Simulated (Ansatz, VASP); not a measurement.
**Two plane-wave programs on ZnS**

```
Zn S
1.0
     3.73823    0.00000    0.00000
    -1.86912    3.23740    0.00000
     0.00000    0.00000    6.14300
Zn S
2 2
Direct
  0.33333 0.66667 0.00559
  0.66667 0.33333 0.50559
  0.33333 0.66667 0.37941
  0.66667 0.33333 0.87941
```

Alike in both runs: task single point; functional LDA; k mesh 6 × 6 × 4; non-collinear spin, spin-orbit coupling.

|  | VASP | Ansatz |
| --- | --- | --- |
| version | VASP 6.6.1 | Ansatz 0.2.0 |
| potentials or method | VASP PAW LDA potentials, release 64 (Zn, S) | PAW with Ansatz's default frozen-core files, fully relativistic files with spin-orbit coupling |
| plane-wave cutoff (eV) | 520 | 420 |
| occupations | gaussian, width 0.01 eV | fixed |
| valence electrons in the cell | 36 | 36 |

|  | VASP | Ansatz | Ansatz less VASP |
| --- | --- | --- | --- |
| pressure (GPa) | 0.3 | 0.0 | -0.29 |
| net moment per atom (μB) | 0.00 | 0.00 | 0.000 |

LDA's correlation is that of Perdew and Zunger in VASP and of Perdew and Wang (1992) in Ansatz.
